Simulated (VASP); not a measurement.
Write the native input for VASP 6.6.1 that does the following.

```
Task                   : single point
Functional             : PBE
Potentials or basis    : VASP PAW PBE potentials, release 64 (Mg, Se)
Cutoff                 : 600 eV
k mesh                 : 6 × 6 × 6
Occupations            : fermi-dirac, width 0.05 eV
Spin                   : no spin polarisation
Dipole correction      : no
Further INCAR settings : ALGO = Normal; EDIFF = 1e-06; NBANDS = 11
```

The structure of MgSe lies in POSCAR:

```
MgSe
1.0
    0.0000000000      2.6982450000      2.7808386899
    2.6982450000      0.0000000000      2.7808386899
    2.6982450000      2.6982450000      0.0000000000
Mg Se
1 1
Direct
    0.0000000000      0.0000000000      0.0000000000
    0.5000000000      0.5000000000      0.5000000000
```

These files were run (other wordings do the same):

INCAR

```
SYSTEM = MgSe
PREC = Accurate ; ENCUT = 600
EDIFF = 1E-6 ; ISMEAR = -1
SIGMA = 0.05 ; LREAL = .False.
LASPH = .True. ; NELM = 120
ALGO = Normal ; ISIF = 2
LWAVE = .False. ; LCHARG = .False.
GGA = PE ; NBANDS = 11
GGA_COMPAT = .False.
```

KPOINTS

```
Automatic mesh
0
Gamma
  6 6 6
  0 0 0
```

Potentials or basis: VASP PAW PBE potentials, release 64 (Mg, Se).

The run is started by

```bash
$ cat potpaw_PBE.64/Mg/POTCAR potpaw_PBE.64/Se/POTCAR > POTCAR
$ mpirun -np 1 vasp_std > vasp.out
```

Results of the run:

```
Pressure               : 2.1 GPa
Band gap on the k mesh : 1.67 eV, indirect (least direct gap 2.50 eV)
```

Wall time 9.4 s on 1 thread of Intel(R) Xeon(R) Platinum 8375C CPU @ 2.90GHz (Ice Lake), on a shared host, peak memory 0.18 GiB.
